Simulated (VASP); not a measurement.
A run of VASP 6.6.1 is set up as follows.

File INCAR:

```
SYSTEM = GaC3
  PREC = Accurate
  ENCUT = 520
  EDIFF = 1E-6
  ISMEAR = 1
  SIGMA = 0.1
  LREAL = .FALSE.
  LASPH = .TRUE.
  NELM = 80
  ALGO = Normal
  ISIF = 2
  LWAVE = .FALSE.
  LCHARG = .TRUE.
  GGA = PE
  LELF = .TRUE.
  LVHAR = .TRUE.
  NBANDS = 20
```

KPOINTS

```
Automatic mesh
0
G
  7 7 7
  0 0 0
```

The input POSCAR:

```
GaC3
1.0
    3.2910561846      0.0000000000      0.0000000000
    0.0000000000      3.2910561846      0.0000000000
    0.0000000000      0.0000000000      3.2910561846
Ga C
1 3
Direct
    0.0000000000      0.0000000000      0.0000000000
    0.0000000000      0.5000000000      0.5000000000
    0.5000000000      0.0000000000      0.5000000000
    0.5000000000      0.5000000000      0.0000000000
```

Potentials or basis: VASP PAW PBE potentials, release 64 (Ga_d, C).

Launch:

```bash
$ cat potpaw_PBE.64/Ga_d/POTCAR potpaw_PBE.64/C/POTCAR > POTCAR
$ mpirun -np 1 vasp_std > vasp.out
```

Q: What does it give for the pressure?

A: 6.3 GPa.
